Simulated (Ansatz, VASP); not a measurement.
## One calculation of BaS, two programs

The input POSCAR:

```
BaS
1.0
    0.0000000000      3.1723147904      3.1723147904
    3.1723147904      0.0000000000      3.1723147904
    3.1723147904      3.1723147904      0.0000000000
Ba S
1 1
Direct
    0.0000000000      0.0000000000      0.0000000000
    0.5000000000      0.5000000000      0.5000000000
```

Contents of INCAR.step1:

```
SYSTEM = BaS
ALGO = Normal ; EDIFF = 1E-5
ENCUT = 520 ; GGA = PE
ISIF = 2 ; ISMEAR = -1
LASPH = .True. ; LCHARG = .False.
LREAL = .False. ; LWAVE = .True.
NBANDS = 15 ; NELM = 80
PREC = Accurate ; SIGMA = 0.05
```

Contents of INCAR.step2:

```
SYSTEM = BaS
ALGO = Normal ; EDIFF = 1E-7
ENCUT = 520 ; GGA = PE
HFSCREEN = 0.2079 ; ISIF = 2
ISMEAR = -1 ; ISTART = 1
LASPH = .True. ; LCHARG = .False.
LHFCALC = .True. ; LREAL = .False.
LWAVE = .False. ; NBANDS = 15
NELM = 80 ; PREC = Accurate
PRECFOCK = Normal ; SIGMA = 0.05
```

The input KPOINTS:

```
k-points
0
Gamma
  4 4 4
  0 0 0
```

Contents of input:

```
crystal:
  lattice:
    - [0.0, 3.1723147904, 3.1723147904]
    - [3.1723147904, 0.0, 3.1723147904]
    - [3.1723147904, 3.1723147904, 0.0]
  atoms:
    - { symbol: Ba, position: [0.0, 0.0, 0.0] }
    - { symbol: S, position: [0.5, 0.5, 0.5] }
hamiltonian:
  xc: hse06
  pseudopotentials: { kind: paw }
kpoints:
  mp_grid: { grid: [4, 4, 4] }
scf:
  occupations: { method: fermi_dirac, width: 0.05 }
output:
  forces: true
  stress: true
  eigenvalues: true
  write_density: true
  write_potential: true
  elf: true
  volumetric_format: npy
```

Alike in both runs: task single point; functional HSE06; k mesh 4 × 4 × 4; occupations fermi-dirac, width 0.05 eV; no spin polarisation.

|  | VASP | Ansatz |
| --- | --- | --- |
| version | VASP 6.6.1 | Ansatz 0.2.0 |
| potentials or method | VASP PAW PBE potentials, release 64 (Ba_sv, S) | Ansatz PAW |
| plane-wave cutoff (eV) | 520 | 420 |
| valence electrons in the cell | 16 | 16 |

```tsv
	VASP	Ansatz	Ansatz less VASP
gap on the k mesh at the Fermi level (eV)	2.98	3.08	+0.099
least direct gap on the mesh (eV)	3.13	3.20	+0.069
pressure (GPa)	2.0	1.4	-0.59
```

With one functional, cell and mesh, what is left measures potentials, basis and numerics.

The k mesh is coarse, so the values compare programs but aren't converged. Neither program's run includes spin-orbit coupling.
